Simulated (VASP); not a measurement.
Here is a VASP 6.6.1 calculation.

The input INCAR:

```
PREC     = Accurate       # precision mode
ENCUT    = 520            # plane-wave cutoff, eV
EDIFF    = 1E-6           # SCF threshold, eV
ISMEAR   = -1             # smearing method
SIGMA    = 0.05           # smearing width, eV
LREAL    = F              # projectors in reciprocal space
LASPH    = T              # aspherical terms in the spheres
NELM     = 120            # most SCF steps
ALGO     = Normal         # electronic algorithm
ISIF     = 2              # what is computed and relaxed
LWAVE    = F              # write WAVECAR
LCHARG   = F              # write CHGCAR
GGA      = PE             # functional
IVDW     = 12             # dispersion correction
NBANDS   = 37             # bands
GGA_COMPAT= F
```

The input KPOINTS:

```
regular mesh
0
Gamma
  1 1 1
```

Contents of POSCAR:

```
H8CO6
1.0
    6.2299620000      0.0000000000      0.0000000000
    0.0000000000      6.2299620000      0.0000000000
    0.0000000000      0.0000000000      6.2299620000
O H C
6 8 1
Direct
    0.4128436096      0.7028774814      0.4114150295
    0.0124238318      1.2358181318      0.5770019143
    0.7689292487      0.7772439061      0.6615610175
    0.2635008047      0.0622636222      0.2213657162
   -0.2205631431      0.3438544248      0.9704393061
    0.1264534198      0.4922341420      1.0150623712
    0.3375462001      0.5732298207      0.3377227662
    0.3975144632      0.7998925194      0.2813500307
    0.0132424564      1.3882749205      0.5138073073
   -0.0969989865      1.2587235685      0.6891053268
    0.6486395904      0.6787360822      0.6205816344
    0.6830539255      0.9028305470      0.6507102291
    0.2642552234      0.0345427468      0.0656504807
    0.1236604653      0.0482346441      0.2725217265
   -0.0582186537      0.4251229783      1.0138264086
```

Potentials or basis: VASP PAW PBE potentials, release 64 (O, H, C).

Command:

```bash
$ cat potpaw_PBE.64/O/POTCAR potpaw_PBE.64/H/POTCAR potpaw_PBE.64/C/POTCAR > POTCAR
$ mpirun -np 1 vasp_gam > vasp.out
```

Task: Estimate the pressure.

Result: -1.4 GPa.

Task: Estimate the dispersion energy per atom.

Result: -0.026 eV.

Task: What does it give for the largest force?

Result: 5.629 eV/Å.

Forces on the atoms (eV/Å):
```
O   -1.457 -1.957 -2.733
O   -0.531  2.318 -0.601
O   -0.495 -1.697  0.117
O    2.541  0.181 -1.809
O   -1.585 -0.425  0.502
O   -3.774 -0.797  0.873
H    1.201  1.431  1.506
H    0.213  0.103  1.615
H    0.264 -1.851  0.696
H    0.255 -0.524 -0.444
H    0.842  0.195 -0.062
H   -0.210  1.488 -0.062
H   -0.311  0.264  0.574
H   -2.239 -0.321  0.925
C    5.287  1.592 -1.097
```

Caveat: the k points lie up to 1.01 Å⁻¹ apart, too coarse for converged energies, forces and pressures; the atoms stand as in a frame of molecular dynamics.
